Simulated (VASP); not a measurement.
# Na (P6_3/mmc) in VASP: further runs

Runs on Na. Level: LDA. Tasks: electric field gradients.

All numbers are computed with VASP 6.6.1; they aren't measurements. Logs are shortened: lines on timing, memory, paths and dates and some standing lists are left out, and cuts for length are marked.

## (1) The cell of the first run

Symmetry: P6_3/mmc, No. 194, hexagonal system. The conventional cell has a = 3.716 Å, b = 3.716 Å, c = 6.071 Å, α = 90.00°, β = 90.00°, γ = 120.00°. Na (site symmetry -6m2) has 12 Na at 3.72 Å within 4.9 Å.

## (2) Electric field gradients, LDA (volume scaled by 0.96)

INCAR

```
SYSTEM = Na
PREC = Accurate
ENCUT = 520
EDIFF = 1E-8
ISMEAR = -1
SIGMA = 0.05
LREAL = .FALSE.
LASPH = .TRUE.
NELM = 100
ALGO = Normal
ISIF = 2
LWAVE = .FALSE.
LCHARG = .FALSE.
LEFG = .TRUE.
NBANDS = 14
```

KPOINTS

```
regular mesh
0
G
  11 11 6
  0 0 0
```

POSCAR

```
Na
1.0
    3.7160893377      0.0000000000      0.0000000000
   -1.8580446689      3.2182277692      0.0000000000
    0.0000000000      0.0000000000      6.0708276422
Na
2
Direct
    0.3333333333      0.6666666667      0.2500000000
    0.6666666667      0.3333333333      0.7500000000
```

Potentials or basis: VASP PAW LDA potentials, release 64 (Na_pv).

Started as:

```
$ cat potpaw_LDA.64/Na_pv/POTCAR > POTCAR
$ mpirun -np 1 vasp_std > vasp.out
```

OUTCAR:

```text
SYSTEM = Na
   PREC = Accurate
   ENCUT = 520
   EDIFF = 1E-8
   ISMEAR = -1
   LREAL = .FALSE.
   LASPH = .TRUE.
   NELM = 100
   ISIF = 2

 ion  position               nearest neighbor table
   1  0.333  0.667  0.250-
   2  0.667  0.333  0.750-

  LATTYP: Found a hexagonal cell.
 ALAT       =     3.7160893377
 C/A-ratio  =     1.6336603054

  Lattice vectors:

 A1 = (   3.7160893377,   0.0000000000,   0.0000000000)
 A2 = (  -1.8580446689,   3.2182277692,   0.0000000000)
 A3 = (   0.0000000000,   0.0000000000,   6.0708276422)

Analysis of symmetry for initial positions (statically):
=====================================================================
 Subroutine PRICEL returns:
 Original cell was already a primitive cell.

 Routine SETGRP: Setting up the symmetry group for a
 hexagonal supercell.

 Subroutine GETGRP returns: Found 24 space group operations
 (whereof 12 operations were pure point group operations)
 out of a pool of 24 trial point group operations.

The static configuration has the point symmetry D_3d.
 The point group associated with its full space group is D_6h.

Analysis of symmetry for dynamics (positions and initial velocities):
=====================================================================
 Subroutine PRICEL returns:
 Original cell was already a primitive cell.

 Routine SETGRP: Setting up the symmetry group for a
 hexagonal supercell.

 Subroutine GETGRP returns: Found 24 space group operations
 (whereof 12 operations were pure point group operations)
 out of a pool of 24 trial point group operations.

The dynamic configuration has the point symmetry D_3d.
 The point group associated with its full space group is D_6h.

 Subroutine INISYM returns: Found 24 space group operations
 (whereof 12 operations are pure point group operations),
 and found     1 'primitive' translations

----------------------------------------------------------------------------------------

                                     Primitive cell

  volume of cell :      72.6024

  direct lattice vectors                    reciprocal lattice vectors
     3.716089338  0.000000000  0.000000000     0.269100097  0.155365013  0.000000000
    -1.858044669  3.218227769  0.000000000     0.000000000  0.310730026  0.000000000
     0.000000000  0.000000000  6.070827642     0.000000000  0.000000000  0.164722186

  length of vectors
     3.716089338  3.716089338  6.070827642     0.310730027  0.310730026  0.164722186

  position of ions in fractional coordinates (direct lattice)
     0.333333333  0.666666667  0.250000000
     0.666666667  0.333333333  0.750000000

  ion indices of the primitive-cell ions
   primitive index   ion index
                 1           1
                 2           2

----------------------------------------------------------------------------------------

 KPOINTS: regular mesh

Automatic generation of k-mesh.
 Grid dimensions read from file:
 generate k-points for:   11   11    6

 Generating k-lattice:

  Cartesian coordinates                     Fractional coordinates (reciprocal lattice)
     0.024463645  0.014124092  0.000000000     0.090909091 -0.000000000  0.000000000
     0.000000000  0.028248184  0.000000000     0.000000000  0.090909091  0.000000000
     0.000000000  0.000000000  0.027453698     0.000000000  0.000000000  0.166666667

  Length of vectors
     0.028248184  0.028248184  0.027453698

  Shift w.r.t. Gamma in fractional coordinates (k-lattice)
     0.000000000  0.000000000  0.000000000

 Subroutine IBZKPT returns following result:
 ===========================================

 Found     64 irreducible k-points:

 Following reciprocal coordinates:
            Coordinates               Weight
  0.000000  0.000000  0.000000      1.000000
  0.090909  0.000000  0.000000      6.000000
  0.181818 -0.000000  0.000000      6.000000
  0.272727 -0.000000  0.000000      6.000000
  0.363636 -0.000000  0.000000      6.000000
  0.454545  0.000000  0.000000      6.000000
[... 16 lines left out ...]
  0.090909  0.090909  0.166667     12.000000
  0.181818  0.090909  0.166667     24.000000
 [... further k-points ...]
   k-points           NKPTS =     64   k-points in BZ     NKDIM =     64   number of bands    NBANDS=     14
   number of dos      NEDOS =    301   number of ions     NIONS =      2
   total plane-waves  NPLWV =  37632
   dimension x,y,z NGX =    28 NGY =   28 NGZ =   48
   dimension x,y,z NGXF=    56 NGYF=   56 NGZF=   96
   ions per type =               2
   NGX,Y,Z   is equivalent  to a cutoff of  12.53, 12.53, 13.14 a.u.
   NGXF,Y,Z  is equivalent  to a cutoff of  25.05, 25.05, 26.29 a.u.
 SYSTEM =  Na
   PREC   = accura    normal or accurate (medium, high low for compatibility)
   ISTART =      0    job   : 0-new  1-cont  2-samecut
   ICHARG =      2    charge: 1-file 2-atom 10-const
   ISPIN  =      1    spin polarized calculation?
   LNONCOLLINEAR =      F non collinear calculations
   LSORBIT =      F    spin-orbit coupling
   LASPH  =      T    aspherical Exc in radial PAW
   ENCUT  =  520.0 eV  38.22 Ry    6.18 a.u.   6.91  6.91 11.29*2*pi/ulx,y,z
   NELM   =    100;   NELMIN=  2; NELMDL= -5     # of ELM steps
   EDIFF  = 0.1E-07   stopping-criterion for ELM
   LREAL  =      F    real-space projection
   EDIFFG = 0.1E-06   stopping-criterion for IOM
   NSW    =      0    number of steps for IOM
   IBRION =     -1    ionic relax: 0-MD 1-quasi-New 2-CG
   NFREE  =      0    steps in history (QN), initial steepest desc. (CG)
   ISIF   =      2    stress and relaxation
   ISYM   =      2    0-nonsym 1-usesym 2-fastsym
   POTIM  = 0.5000    time-step for ionic-motion
   TEBEG  =    0.0;   TEEND  =   0.0 temperature during run
   PSTRESS=    0.0 pullay stress
   NELECT =      14.0000    total number of electrons
   NUPDOWN=      -1.0000    fix difference up-down
   EMIN   =  10.00;   EMAX   =-10.00  energy-range for DOS
   EFERMI =   0.00;   METHOD = LEGACY
   ISMEAR =    -1;   SIGMA  =   0.05  broadening in eV -4-tet -1-fermi 0-gaus
   EFERMI_NEDOS =   21; number of points for ismear=-14 and -15
   IALGO  =     38    algorithm
   IMIX   =      4    mixing-type and parameters
     AMIX     =   0.40;   BMIX     =  1.00
     AMIX_MAG =   1.60;   BMIX_MAG =  1.00
  volume/ion in A,a.u.               =      36.30       244.97
  Fermi-wavevector in a.u.,A,eV,Ry     =   0.945803  1.787308 12.170994  0.894543
  Thomas-Fermi vector in A             =   2.073739
   LORBIT       =      0    0 simple, 1 ext, 2 COOP (PROOUT), +10 PAW based schemes
   GGA     = CA    functional components
   LHFCALC =     F    Hartree Fock is set to
   AEXX    =    0.0000 exact exchange contribution
   IVDW    =     0    specifies the selected vdW correction
   LEPSILON=     F    determine dielectric tensor
   LRPA    =     F    only Hartree local field effects (RPA)
 non-spin polarized calculation
  energy-cutoff  :      520.00
  volume of cell :       72.60
 maximum number of plane-waves:      1970
 NGX is ok and might be reduce to    28
   NGX = 13   NGY = 13   NGZ = 23

 number of electron      13.9999986 magnetization

 Free energy of the ion-electron system (eV)
  ---------------------------------------------------
  ext. energy  EPLUGINS =         0.00000000
  ---------------------------------------------------
  free energy    TOTEN  =        -2.89509505 eV

  energy without entropy =       -2.88420534  energy(sigma->0) =       -2.88965019

 E-fermi :   0.2390     XC(G=0):  -6.7863

 val. band max:        0.2113625565   @ k =   0.1818  -0.0000   0.1667
 cond. band min:       0.2506763540   @ k =   0.2727   0.2727   0.1667
 fundamental gap:      0.0393137975
 Fermi energy:         0.2390309746

 k-point     1 :       0.0000    0.0000    0.0000
  band No.  band energies     occupation
      1     -24.7415      2.00000
      2     -24.7092      2.00000
      3     -24.7092      2.00000
      4     -24.7038      2.00000
      5     -24.7038      2.00000
      6     -24.7030      2.00000
      7      -3.1093      2.00000
      8       0.7990      0.00003
      9       1.1513      0.00000
     10      10.2854      0.00000
     11      10.2854      0.00000
     12      10.6062      0.00000
     13      10.6062      0.00000
     14      10.8198      0.00000
[... 375 lines left out ...]
 k-point    24 :       0.1818    0.0909    0.1667
  band No.  band energies     occupation
      1     -24.7341      2.00000
      2     -24.7209      2.00000
      3     -24.7193      2.00000
      4     -24.7129      2.00000
      5     -24.7076      2.00000
      6     -24.7064      2.00000
      7      -2.1311      2.00000
      8       0.5586      0.00335
      9       3.1685      0.00000
     10       5.5879      0.00000
     11       6.7941      0.00000
     12       8.1317      0.00000
     13       9.2394      0.00000
     14      10.2273      0.00000

 [... further k-points ...]
[... 5 lines left out ...]
  --------------------------------------------------------------------------------------
  -------------------------------------------------------------------------------------
  Total       -0.3415661     -0.3415661     -0.2087201      0.0000000      0.0000000      0.0000000
  in kB       -7.5376259     -7.5376259     -4.6060021      0.0000000      0.0000000      0.0000000
  external PRESSURE =      -6.5604179 kB  Pullay stress =       0.0000000 kB

 VOLUME and BASIS-vectors are now :
 -----------------------------------------------------------------------------
  energy-cutoff  :      520.00
  volume of cell :       72.60
      direct lattice vectors                 reciprocal lattice vectors
     3.716089338  0.000000000  0.000000000     0.269100097  0.155365013  0.000000000
    -1.858044669  3.218227769  0.000000000     0.000000000  0.310730026  0.000000000
     0.000000000  0.000000000  6.070827642     0.000000000  0.000000000  0.164722186

 POSITION                                       TOTAL-FORCE (eV/Angst)
 -----------------------------------------------------------------------------------
     -0.00000      2.14549      1.51771        -0.000000     -0.000000      0.000000
      1.85804      1.07274      4.55312         0.000000      0.000000      0.000000
 -----------------------------------------------------------------------------------
    total drift:                                0.000000     -0.000000      0.000000

  FREE ENERGIE OF THE ION-ELECTRON SYSTEM (eV)
  ---------------------------------------------------
  free  energy   TOTEN  =        -2.8950950493 eV

  energy  without entropy=       -2.8842053382  energy(sigma->0) =       -2.88965019

 Electric field gradients (V/A^2)
---------------------------------------------------------------------
 ion       V_xx      V_yy      V_zz      V_xy      V_xz      V_yz
---------------------------------------------------------------------
   1       0.269     0.267    -0.537    -0.002    -0.000     0.000
   2       0.269     0.267    -0.537    -0.002     0.000    -0.000
---------------------------------------------------------------------

 Electric field gradients after diagonalization (V/A^2)
 (convention: |V_zz| > |V_xx| > |V_yy|)
----------------------------------------------------------------------
 ion       V_xx      V_yy      V_zz     asymmetry (V_yy - V_xx)/ V_zz
----------------------------------------------------------------------
   1       0.271     0.266    -0.537       0.008
   2       0.271     0.266    -0.537       0.008
----------------------------------------------------------------------

           NMR quadrupolar parameters

 Cq : quadrupolar parameter    Cq=e*Q*V_zz/h
 eta: asymmetry parameters     (V_yy - V_xx)/ V_zz
 Q  : nuclear electric quadrupole moment in mb (millibarn)
----------------------------------------------------------------------
 ion       Cq(MHz)       eta       Q (mb)
----------------------------------------------------------------------
   1      -0.001       0.008       1.000
   2      -0.001       0.008       1.000
----------------------------------------------------------------------
```

Run time: 18 s. Hardware: 1 thread of Intel Xeon 6975P-C (Granite Rapids), shared host; peak memory 0.17 GiB.

What came out:

```
Free energy            : -2.8951 eV
Pressure               : -0.7 GPa
Band gap on the k mesh : zero (band 7 reaches 2.03 eV, above the bottom of band 8 at -2.06 eV)
```

Electric field gradients, principal values (V/Å²):
```tsv
atom	least	middle	greatest (by size)
1 Na	0.266	0.271	-0.537
2 Na	0.266	0.271	-0.537
```

Caveat: without QUAD_EFG the Cq values of the log hold for a quadrupole moment of 1 mb, not for the nuclei.

(Part 1 of 2 ends here.)
